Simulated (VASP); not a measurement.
# AlN (Cm) in VASP: a series of runs

The runs below take AlN through single point, with PBE.

Program: VASP 6.6.1. These are calculated values, not measurements. Logs are shortened: lines on timing, memory, paths and dates and some standing lists are left out, and cuts for length are marked.

## 1. The cell of the first run

It takes space group Cm (No. 8, monoclinic). Conventional cell: a = 5.422 Å, b = 3.130 Å, c = 5.018 Å, α = 90.00°, β = 90.00°, γ = 90.00°. Within 2.5 Å of Al (site symmetry m) lie 4 N at 1.87 to 2.00 Å. Within 2.4 Å of Al (site symmetry m) lie 4 N at 1.82 to 1.96 Å. Within 2.4 Å of N (site symmetry m) lie 4 Al at 1.82 to 1.96 Å. N (site symmetry m) has 4 Al at 1.87 to 2.00 Å within 2.5 Å.

## 2. Single point, PBE

Input file INCAR:

```
SYSTEM = AlN
PREC = Accurate
ENCUT = 520
EDIFF = 1E-6
ISMEAR = 0
SIGMA = 0.05
LREAL = .False.
LASPH = .True.
NELM = 100
ALGO = Normal
ISIF = 2
LWAVE = .False.
LCHARG = .False.
GGA = PE
NBANDS = 16
```

Input file KPOINTS:

```
Automatic mesh
0
Gamma
  12 12 6
  0 0 0
```

Input file POSCAR:

```
AlN
1.0
    3.1302395629      0.0000000000      0.0000000000
   -1.5651197815      2.7108669814      0.0000000000
    0.0000000000      0.0000000000      5.0179796548
Al N
2 2
Direct
    0.3683751459      0.6841875729      0.0079551623
    0.7017084792      0.3508542396      0.5079551623
    0.3333333333      0.6666666667      0.3832712825
    0.6666666667      0.3333333333      0.8832712825
```

Potentials or basis: VASP PAW PBE potentials, release 64 (Al, N).

Command:

```bash
$ cat potpaw_PBE.64/Al/POTCAR potpaw_PBE.64/N/POTCAR > POTCAR
$ mpirun -np 1 vasp_std > vasp.out
```

OUTCAR:

```text
SYSTEM = AlN
   PREC = Accurate
   ENCUT = 520
   EDIFF = 1E-6
   ISMEAR = 0
   LREAL = .False.
   LASPH = .True.
   NELM = 100
   ISIF = 2
   GGA = PE

 ion  position               nearest neighbor table
   1  0.368  0.684  0.008-   4 1.87   4 1.87   3 1.89   4 2.00   2 3.09   2 3.09   2 3.09   2 3.09
                             2 3.09   2 3.09
   2  0.702  0.351  0.508-   3 1.82   4 1.89   3 1.96   3 1.96   1 3.09   1 3.09   1 3.09   1 3.09
                             1 3.09   1 3.09
   3  0.333  0.667  0.383-   2 1.82   1 1.89   2 1.96   2 1.96
   4  0.667  0.333  0.883-   1 1.87   1 1.87   2 1.89   1 2.00

  LATTYP: Found a hexagonal cell.
 ALAT       =     3.1302395629
 C/A-ratio  =     1.6030656932

  Lattice vectors:

 A1 = (   3.1302395629,   0.0000000000,   0.0000000000)
 A2 = (  -1.5651197815,   2.7108669814,   0.0000000000)
 A3 = (   0.0000000000,   0.0000000000,   5.0179796548)

Analysis of symmetry for initial positions (statically):
=====================================================================
 Subroutine PRICEL returns:
 Original cell was already a primitive cell.

 Routine SETGRP: Setting up the symmetry group for a
 hexagonal supercell.

 Subroutine GETGRP returns: Found  2 space group operations
 (whereof  2 operations were pure point group operations)
 out of a pool of 24 trial point group operations.

The static configuration has the point symmetry C_1h.

Analysis of symmetry for dynamics (positions and initial velocities):
=====================================================================
 Subroutine PRICEL returns:
 Original cell was already a primitive cell.

 Routine SETGRP: Setting up the symmetry group for a
 hexagonal supercell.

 Subroutine GETGRP returns: Found  2 space group operations
 (whereof  2 operations were pure point group operations)
 out of a pool of 24 trial point group operations.

The dynamic configuration has the point symmetry C_1h.

 Subroutine INISYM returns: Found  2 space group operations
 (whereof  2 operations are pure point group operations),
 and found     1 'primitive' translations

----------------------------------------------------------------------------------------

                                     Primitive cell

  volume of cell :      42.5809

  direct lattice vectors                    reciprocal lattice vectors
     3.130239563  0.000000000  0.000000000     0.319464367  0.184442838  0.000000000
    -1.565119781  2.710866981  0.000000000     0.000000000  0.368885676  0.000000000
     0.000000000  0.000000000  5.017979655     0.000000000  0.000000000  0.199283391

  length of vectors
     3.130239563  3.130239563  5.017979655     0.368885676  0.368885676  0.199283391

  position of ions in fractional coordinates (direct lattice)
     0.368375146  0.684187573  0.007955162
     0.701708479  0.350854240  0.507955162
     0.333333333  0.666666667  0.383271282
     0.666666667  0.333333333  0.883271282

  ion indices of the primitive-cell ions
   primitive index   ion index
                 1           1
                 2           2
                 3           3
                 4           4

----------------------------------------------------------------------------------------

 KPOINTS: Automatic mesh

Automatic generation of k-mesh.
 Grid dimensions read from file:
 generate k-points for:   12   12    6

 Generating k-lattice:

  Cartesian coordinates                     Fractional coordinates (reciprocal lattice)
     0.026622031  0.015370237  0.000000000     0.083333333 -0.000000000  0.000000000
     0.000000000  0.030740473  0.000000000     0.000000000  0.083333333  0.000000000
     0.000000000  0.000000000  0.033213898     0.000000000  0.000000000  0.166666667

  Length of vectors
     0.030740473  0.030740473  0.033213898

  Shift w.r.t. Gamma in fractional coordinates (k-lattice)
     0.000000000  0.000000000  0.000000000

 Subroutine IBZKPT returns following result:
 ===========================================

 Found    242 irreducible k-points:

 Following reciprocal coordinates:
            Coordinates               Weight
  0.000000  0.000000  0.000000      1.000000
  0.083333  0.000000  0.000000      2.000000
  0.000000  0.083333  0.000000      4.000000
  0.166667  0.000000  0.000000      2.000000
  0.000000  0.166667  0.000000      4.000000
  0.250000  0.000000  0.000000      2.000000
[... 16 lines left out ...]
 -0.083333  0.416667  0.000000      4.000000
 -0.416667  0.333333  0.000000      4.000000
 [... further k-points ...]
   k-points           NKPTS =    242   k-points in BZ     NKDIM =    242   number of bands    NBANDS=     16
   number of dos      NEDOS =    301   number of ions     NIONS =      4
   total plane-waves  NPLWV =  23040
   dimension x,y,z NGX =    24 NGY =   24 NGZ =   40
   dimension x,y,z NGXF=    48 NGYF=   48 NGZF=   80
   ions per type =               2   2
   NGX,Y,Z   is equivalent  to a cutoff of  12.75, 12.75, 13.25 a.u.
   NGXF,Y,Z  is equivalent  to a cutoff of  25.49, 25.49, 26.50 a.u.
 SYSTEM =  AlN
   PREC   = accura    normal or accurate (medium, high low for compatibility)
   ISTART =      0    job   : 0-new  1-cont  2-samecut
   ICHARG =      2    charge: 1-file 2-atom 10-const
   ISPIN  =      1    spin polarized calculation?
   LNONCOLLINEAR =      F non collinear calculations
   LSORBIT =      F    spin-orbit coupling
   LASPH  =      T    aspherical Exc in radial PAW
   ENCUT  =  520.0 eV  38.22 Ry    6.18 a.u.   5.82  5.82  9.33*2*pi/ulx,y,z
   NELM   =    100;   NELMIN=  2; NELMDL= -5     # of ELM steps
   EDIFF  = 0.1E-05   stopping-criterion for ELM
   LREAL  =      F    real-space projection
   EDIFFG = 0.1E-04   stopping-criterion for IOM
   NSW    =      0    number of steps for IOM
   IBRION =     -1    ionic relax: 0-MD 1-quasi-New 2-CG
   NFREE  =      0    steps in history (QN), initial steepest desc. (CG)
   ISIF   =      2    stress and relaxation
   ISYM   =      2    0-nonsym 1-usesym 2-fastsym
   POTIM  = 0.5000    time-step for ionic-motion
   TEBEG  =    0.0;   TEEND  =   0.0 temperature during run
   PSTRESS=    0.0 pullay stress
   NELECT =      16.0000    total number of electrons
   NUPDOWN=      -1.0000    fix difference up-down
   EMIN   =  10.00;   EMAX   =-10.00  energy-range for DOS
   EFERMI =   0.00;   METHOD = LEGACY
   ISMEAR =     0;   SIGMA  =   0.05  broadening in eV -4-tet -1-fermi 0-gaus
   EFERMI_NEDOS =   21; number of points for ismear=-14 and -15
   IALGO  =     38    algorithm
   IMIX   =      4    mixing-type and parameters
     AMIX     =   0.40;   BMIX     =  1.00
     AMIX_MAG =   1.60;   BMIX_MAG =  1.00
  volume/ion in A,a.u.               =      10.65        71.84
  Fermi-wavevector in a.u.,A,eV,Ry     =   1.181345  2.232418 18.987951  1.395575
  Thomas-Fermi vector in A             =   2.317620
   LORBIT       =      0    0 simple, 1 ext, 2 COOP (PROOUT), +10 PAW based schemes
   GGA     = PE    functional components
   LHFCALC =     F    Hartree Fock is set to
   AEXX    =    0.0000 exact exchange contribution
   IVDW    =     0    specifies the selected vdW correction
   LEPSILON=     F    determine dielectric tensor
   LRPA    =     F    only Hartree local field effects (RPA)
 non-spin polarized calculation
 Gauss-broadening in eV      SIGMA  =   0.05
  energy-cutoff  :      520.00
  volume of cell :       42.58
 maximum number of plane-waves:      1170
   NGX = 11   NGY = 11   NGZ = 19

 number of electron      15.9999998 magnetization

 Free energy of the ion-electron system (eV)
  ---------------------------------------------------
  ext. energy  EPLUGINS =         0.00000000
  ---------------------------------------------------
  free energy    TOTEN  =       -29.64755497 eV

  energy without entropy =      -29.64755497  energy(sigma->0) =      -29.64755497

 E-fermi :   6.2519     XC(G=0): -10.8264

 val. band max:        5.9932577933   @ k =   0.0000   0.0000   0.0000
 cond. band min:       9.9766242619   @ k =   0.0000   0.0000   0.0000
 fundamental gap:      3.9833664686
 Fermi energy:         6.2518624049

 k-point     1 :       0.0000    0.0000    0.0000
  band No.  band energies     occupation
      1      -9.1067      2.00000
      2      -7.0217      2.00000
      3       0.0203      2.00000
      4       5.1022      2.00000
      5       5.1134      2.00000
      6       5.7197      2.00000
[... 8 lines left out ...]
     15      18.9822      0.00000
     16      19.0225      0.00000

 k-point     2 :       0.0833    0.0000    0.0000
  band No.  band energies     occupation
      1      -9.0202      2.00000
      2      -6.9731      2.00000
      3       0.1239      2.00000
      4       4.7082      2.00000
      5       4.9936      2.00000
      6       5.3863      2.00000
[... 8 lines left out ...]
     15      18.9944      0.00000
     16      19.0281      0.00000

 k-point     3 :       0.0000    0.0833    0.0000
  band No.  band energies     occupation
      1      -9.0202      2.00000
      2      -6.9731      2.00000
      3       0.1240      2.00000
      4       4.7012      2.00000
      5       4.9877      2.00000
      6       5.4259      2.00000
[... 8 lines left out ...]
     15      18.9743      0.00000
     16      19.0697      0.00000

 k-point     4 :       0.1667    0.0000    0.0000
  band No.  band energies     occupation
      1      -8.7684      2.00000
      2      -6.8405      2.00000
      3       0.4292      2.00000
      4       3.7226      2.00000
      5       4.5185      2.00000
      6       4.7320      2.00000
[... 8 lines left out ...]
     15      18.3160      0.00000
     16      18.6186      0.00000
[... 324 lines left out ...]
 k-point    22 :       0.3333    0.0833    0.0000
  band No.  band energies     occupation
      1      -7.6070      2.00000
      2      -6.4752      2.00000
      3       1.2039      2.00000
      4       1.9463      2.00000
      5       2.3564      2.00000
      6       3.8469      2.00000
[... 8 lines left out ...]
     15      18.1580      0.00000
     16      20.5591      0.00000

 k-point    23 :      -0.0833    0.4167    0.0000
  band No.  band energies     occupation
      1      -7.6075      2.00000
      2      -6.4734      2.00000
      3       1.1950      2.00000
      4       1.9538      2.00000
      5       2.3432      2.00000
      6       3.8773      2.00000
[... 8 lines left out ...]
     15      18.0804      0.00000
     16      20.5920      0.00000

 k-point    24 :      -0.4167    0.3333    0.0000
  band No.  band energies     occupation
      1      -7.6074      2.00000
      2      -6.4738      2.00000
      3       1.1982      2.00000
      4       1.9511      2.00000
      5       2.3412      2.00000
      6       3.8808      2.00000
[... 8 lines left out ...]
     15      18.1235      0.00000
     16      20.5746      0.00000

 [... further k-points ...]

------------------------ aborting loop because EDIFF is reached ----------------------------------------

  FORCE on cell =-STRESS in cart. coord.  units (eV):
  Direction    XX          YY          ZZ          XY          YZ          ZX
  --------------------------------------------------------------------------------------
  -------------------------------------------------------------------------------------
  Total        0.0799332     -0.0754315      0.7523868      0.1345497     -0.4850474     -0.8401267
  in kB        3.0076198     -2.8382365     28.3098189      5.0626601    -18.2507231    -31.6111795
  external PRESSURE =       9.4930674 kB  Pullay stress =       0.0000000 kB

 VOLUME and BASIS-vectors are now :
 -----------------------------------------------------------------------------
  energy-cutoff  :      520.00
  volume of cell :       42.58
      direct lattice vectors                 reciprocal lattice vectors
     3.130239563  0.000000000  0.000000000     0.319464367  0.184442838  0.000000000
    -1.565119781  2.710866981  0.000000000     0.000000000  0.368885676  0.000000000
     0.000000000  0.000000000  5.017979655     0.000000000  0.000000000  0.199283391

 POSITION                                       TOTAL-FORCE (eV/Angst)
 -----------------------------------------------------------------------------------
      0.08227      1.85474      0.03992        -0.932716     -0.538504     -0.271650
      1.64739      0.95112      2.54891        -1.284701     -0.741722     -0.244585
     -0.00000      1.80724      1.92325         1.286172      0.742572      0.243402
      1.56512      0.90362      4.43224         0.931244      0.537654      0.272833
 -----------------------------------------------------------------------------------
    total drift:                                0.000511      0.000295      0.000878

  FREE ENERGIE OF THE ION-ELECTRON SYSTEM (eV)
  ---------------------------------------------------
  free  energy   TOTEN  =       -29.6475549684 eV

  energy  without entropy=      -29.6475549684  energy(sigma->0) =      -29.64755497
```

Run time: 66 s. Hardware: 1 thread of Intel Xeon Platinum 8488C (Sapphire Rapids), shared host; peak memory 0.26 GiB.

Results:

```
Free energy            : -29.6476 eV
Pressure               : 0.9 GPa
Largest force          : 1.505 eV/Å
Band gap on the k mesh : 3.98 eV, direct
```

Forces in eV/Å, atoms in the order of the input:
```
Al  -0.933 -0.539 -0.272
Al  -1.285 -0.742 -0.245
N    1.286  0.743  0.243
N    0.931  0.538  0.273
```

Stress tensor (GPa, compression positive):
```
 0.30  0.51 -3.16
 0.51 -0.28 -1.83
-3.16 -1.83  2.83
```

Caveat: the cell differs from its parent crystal (all Al atoms moved -0.100 Å, as atom 1 towards its neighbour atom 4 (N) at 1.902 Å); forces of over 1 eV/Å act on the atoms, so gaps and moduli don't describe the material at rest. A k mesh can miss the band edges.

## 3. Single point, PBE

Input file INCAR:

```
SYSTEM = AlN
PREC     = Accurate       ! precision mode
ENCUT    = 520            ! plane-wave cutoff, eV
EDIFF    = 1E-6           ! SCF threshold, eV
ISMEAR   = 0              ! smearing method
SIGMA    = 0.05           ! smearing width, eV
LREAL    = .False.        ! projectors in reciprocal space
LASPH    = .True.         ! aspherical terms in the spheres
NELM     = 60             ! most SCF steps
ALGO     = Normal         ! electronic algorithm
ISIF     = 2              ! what is computed and relaxed
LWAVE    = .False.        ! write WAVECAR
LCHARG   = .False.        ! write CHGCAR
GGA      = PE             ! functional
NBANDS   = 16             ! bands
```

Input file KPOINTS:

```
regular mesh
0
Gamma
  12 12 6
  0 0 0
```

Edit POSCAR of step 2 so:

```diff
@@ -8,4 +8,4 @@
 Direct
-    0.3683751459      0.6841875729      0.0079551623
-    0.7017084792      0.3508542396      0.5079551623
+    0.3070519739      0.6535259870     -0.0029411161
+    0.6403853073      0.3201926536      0.4970588839
     0.3333333333      0.6666666667      0.3832712825
```

Potentials or basis: VASP PAW PBE potentials, release 64 (Al, N).

Command:

```bash
$ cat potpaw_PBE.64/Al/POTCAR potpaw_PBE.64/N/POTCAR > POTCAR
$ mpirun -np 1 vasp_std > vasp.out
```

OUTCAR:

```text
SYSTEM = AlN
   PREC = Accurate
   ENCUT = 520
   EDIFF = 1E-6
   ISMEAR = 0
   LREAL = .False.
   LASPH = .True.
   NELM = 60
   ISIF = 2
   GGA = PE

 ion  position               nearest neighbor table
   1  0.307  0.654  0.997-   4 1.83   4 1.93   4 1.93   3 1.94   2 3.09   2 3.09   2 3.09   2 3.09
                             2 3.09   2 3.09
   2  0.640  0.320  0.497-   3 1.86   3 1.86   4 1.94   3 1.96   1 3.09   1 3.09   1 3.09   1 3.09
                             1 3.09   1 3.09
   3  0.333  0.667  0.383-   2 1.86   2 1.86   1 1.94   2 1.96
   4  0.667  0.333  0.883-   1 1.83   1 1.93   1 1.93   2 1.94

[... 658 lines left out ...]
  -------------------------------------------------------------------------------------
  Total        0.4530975      0.3569244     -0.5077233      0.0832884      0.3462235      0.5996768
  in kB       17.0485559     13.4298789    -19.1039441      3.1338662     13.0272423     22.5638458
  external PRESSURE =       3.7914969 kB  Pullay stress =       0.0000000 kB

 VOLUME and BASIS-vectors are now :
 -----------------------------------------------------------------------------
  energy-cutoff  :      520.00
  volume of cell :       42.58
      direct lattice vectors                 reciprocal lattice vectors
     3.130239563  0.000000000  0.000000000     0.319464367  0.184442838  0.000000000
    -1.565119781  2.710866981  0.000000000     0.000000000  0.368885676  0.000000000
     0.000000000  0.000000000  5.017979655     0.000000000  0.000000000  0.199283391

 POSITION                                       TOTAL-FORCE (eV/Angst)
 -----------------------------------------------------------------------------------
     -0.06170      1.77162      5.00322         1.045556      0.603652      0.348869
      1.50342      0.86800      2.49423         0.823823      0.475635      0.337110
     -0.00000      1.80724      1.92325        -0.822569     -0.474910     -0.336664
      1.56512      0.90362      4.43224        -1.046810     -0.604376     -0.349316
 -----------------------------------------------------------------------------------
    total drift:                               -0.000455     -0.000262      0.000576

  FREE ENERGIE OF THE ION-ELECTRON SYSTEM (eV)
  ---------------------------------------------------
  free  energy   TOTEN  =       -29.6976612627 eV

  energy  without entropy=      -29.6976612627  energy(sigma->0) =      -29.69766126
```

OSZICAR:

```text
N       E                     dE             d eps       ncg     rms          rms(c)
DAV:   1     0.418304486308E+02    0.41830E+02   -0.73196E+03  7760   0.895E+02
DAV:   2    -0.308231042993E+02   -0.72654E+02   -0.66918E+02 10872   0.187E+02
DAV:   3    -0.343874886244E+02   -0.35644E+01   -0.35547E+01  9536   0.429E+01
DAV:   4    -0.344096609890E+02   -0.22172E-01   -0.22171E-01  9984   0.383E+00
DAV:   5    -0.344099550760E+02   -0.29409E-03   -0.29409E-03  9648   0.444E-01    0.121E+01
DAV:   6    -0.296842443187E+02    0.47257E+01   -0.10742E+01  9384   0.237E+01    0.413E+00
DAV:   7    -0.297098284232E+02   -0.25584E-01   -0.65889E-01  8464   0.573E+00    0.293E+00
DAV:   8    -0.297021944296E+02    0.76340E-02   -0.62045E-02  9048   0.230E+00    0.611E-01
DAV:   9    -0.296971044258E+02    0.50900E-02   -0.12246E-02 10648   0.817E-01    0.252E-01
DAV:  10    -0.296977400508E+02   -0.63562E-03   -0.23174E-03  8552   0.304E-01    0.133E-01
DAV:  11    -0.296976569325E+02    0.83118E-04   -0.19257E-04  9176   0.107E-01    0.297E-02
DAV:  12    -0.296976612111E+02   -0.42787E-05   -0.11008E-05  9008   0.264E-02    0.840E-03
DAV:  13    -0.296976612627E+02   -0.51554E-07   -0.44327E-06  8912   0.166E-02
   1 F= -.29697661E+02 E0= -.29697661E+02  d E =-.104821E-16
```

stdout:

```text
POSCAR found type information on POSCAR AlN
 POSCAR found :  2 types and       4 ions
 scaLAPACK will be used
 LDA part: xc-table for (Slater+PW92), standard interpolation
 POSCAR, INCAR and KPOINTS ok, starting setup
 FFT: planning ... GRIDC
 FFT: planning ... GRID_SOFT
 FFT: planning ... GRID
 WAVECAR not read
 entering main loop
```

Wall time 65 s (1 thread of Intel Xeon Platinum 8488C (Sapphire Rapids), shared host); peak memory 0.25 GiB.

Results:

| Item | Value |
| --- | --- |
| Free energy | -29.6977 eV |
| Pressure | 0.4 GPa |
| Largest force | 1.258 eV/Å |
| Band gap on the k mesh | 3.93 eV, direct |

Forces in eV/Å, atoms in the order of the input:
```
Al   1.046  0.604  0.349
Al   0.824  0.476  0.337
N   -0.823 -0.475 -0.337
N   -1.047 -0.604 -0.349
```

Stress tensor (GPa, compression positive):
```
 1.70  0.31  2.26
 0.31  1.34  1.30
 2.26  1.30 -1.91
```

Levels at points of the mesh, in eV from the valence-band top:
```tsv
k point	band 4	band 5	band 6	band 7	band 8	band 9	band 10	band 11	band 12	band 13
(0.00, 0.00, 0.00)	-1.02	-1.01	-0.34	-0.31	0.00	3.93	6.40	10.39	10.91	10.91
(0.50, 0.00, 0.00)	-4.24	-3.36	-2.20	-1.80	-0.81	5.67	5.70	7.90	10.00	10.74
(0.00, 0.50, 0.00)	-4.24	-3.37	-2.17	-1.81	-0.80	5.65	5.69	7.88	10.01	10.76
(0.00, 0.00, 0.50)	-3.37	-0.82	-0.81	-0.52	-0.51	6.22	6.22	10.03	10.04	11.11
(0.50, 0.00, 0.50)	-5.55	-1.70	-1.48	-1.45	-1.34	5.14	5.17	8.90	9.09	11.42
(0.00, 0.50, 0.50)	-5.59	-1.67	-1.56	-1.41	-1.33	5.15	5.16	8.93	9.03	11.43
```

Caveat: the cell differs from its parent crystal (all Al atoms moved +0.075 Å, as atom 1 towards its neighbour atom 4 (N) at 1.902 Å); forces of over 1 eV/Å act on the atoms, so gaps and moduli don't describe the material at rest. A k mesh can miss the band edges.
